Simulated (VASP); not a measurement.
Runs of VASP 6.6.1 on AlP. The structure is cubic, space group F-43m (No. 216). Conventional cell: a = 5.451 Å, b = 5.451 Å, c = 5.451 Å, α = 90.00°, β = 90.00°, γ = 90.00°. Al (site symmetry -43m) has 4 P at 2.36 Å within 3.1 Å. Within 3.1 Å of P (site symmetry -43m) lie 4 Al at 2.36 Å. 

```csv
k mesh,gap on the mesh (eV),pressure (GPa)
5 × 5 × 5,1.68,1.1
7 × 7 × 7,(a),1.0
4 × 4 × 4,(b),(c)
3 × 3 × 3,2.01,2.5
```

Alike in all rows: task single point; level PBEsol; potentials or basis VASP PAW PBE potentials, release 64 (Al, P); no spin polarisation; cell as given; cutoff (eV) 500; smearing methfessel-paxton 0.2 eV.

Task: Fill in the values left out.

Result: (a) 1.56; (b) 1.40; (c) 1.4.

Caveats: some runs use coarse meshes; the PAW data sets were made with another functional, which shifts forces and pressure a little.

A k mesh can miss the band edges.
